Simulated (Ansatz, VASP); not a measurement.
## GaN in VASP and in Ansatz

```
Ga N
1.0
     0.00000    2.09865    2.09865
     2.09865    0.00000    2.09865
     2.09865    2.09865    0.00000
Ga N
1 1
Direct
  0.50000 0.50000 0.50000
  0.00000 0.00000 0.00000
```

Alike in both runs: task single point; functional RPBE; dispersion D4; k mesh 10 × 10 × 10; occupations gaussian, width 0.05 eV; no spin polarisation.

|  | VASP | Ansatz |
| --- | --- | --- |
| version | VASP 6.6.1 | Ansatz 0.2.0 |
| potentials or method | VASP PAW PBE potentials, release 64 (Ga_d, N), cutoff 520 eV | scalar-relativistic, plane waves, PAW |
| valence electrons in the cell | 18 | 18 |

```tsv
	VASP	Ansatz	Ansatz less VASP
gap on the k mesh at the Fermi level (eV)	0.85	0.86	+0.014
least direct gap on the mesh (eV)	3.03	3.02	-0.006
pressure (GPa)	0.7	-0.2	-0.93
```

VASP's potentials were made for PBE, not for RPBE.
